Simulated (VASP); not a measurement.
Input of a VASP 6.6.1 run:

Contents of INCAR:

```
SYSTEM = TiSi2
ALGO = Normal ; EDIFF = 1E-7
ENCUT = 520 ; GGA = PE
ISIF = 2 ; ISMEAR = 0
ISPIN = 2 ; LASPH = .True.
LCHARG = .True. ; LELF = .True.
LMAXMIX = 4 ; LORBIT = 11
LREAL = .False. ; LVHAR = .True.
LWAVE = .False. ; MAGMOM = 1 1 0 0 0 0
NBANDS = 33 ; NELM = 150
PREC = Accurate ; SIGMA = 0.1
```

The input KPOINTS:

```
k-points
0
Gamma
  6 6 6
  0 0 0
```

POSCAR

```
TiSi2
1.0
    1.7651050100     -6.7592816400      0.0000000000
    1.7651050100      6.7592816400      0.0000000000
    0.0000000000      0.0000000000      3.5651738600
Ti Si
2 4
Direct
    0.8968819300      0.1031180700      0.7500000000
    0.1031180700      0.8968819300      0.2500000000
    0.5582514400      0.4417485600      0.7500000000
    0.4417485600      0.5582514400      0.2500000000
    0.2496851800      0.7503148200      0.7500000000
    0.7503148200      0.2496851800      0.2500000000
```

Potentials or basis: VASP PAW PBE potentials, release 64 (Ti_sv, Si).

Run with:

```console
$ cat potpaw_PBE.64/Ti_sv/POTCAR potpaw_PBE.64/Si/POTCAR > POTCAR
$ mpirun -np 1 vasp_std > vasp.out
```

(1) Predict the band gap on the k mesh.

(2) What does it give for the net moment?

(3) Predict the largest force.

## Answers

(1) zero (filled and empty bands overlap).

(2) 0.00 μB per cell.

(3) 0.207 eV/Å.
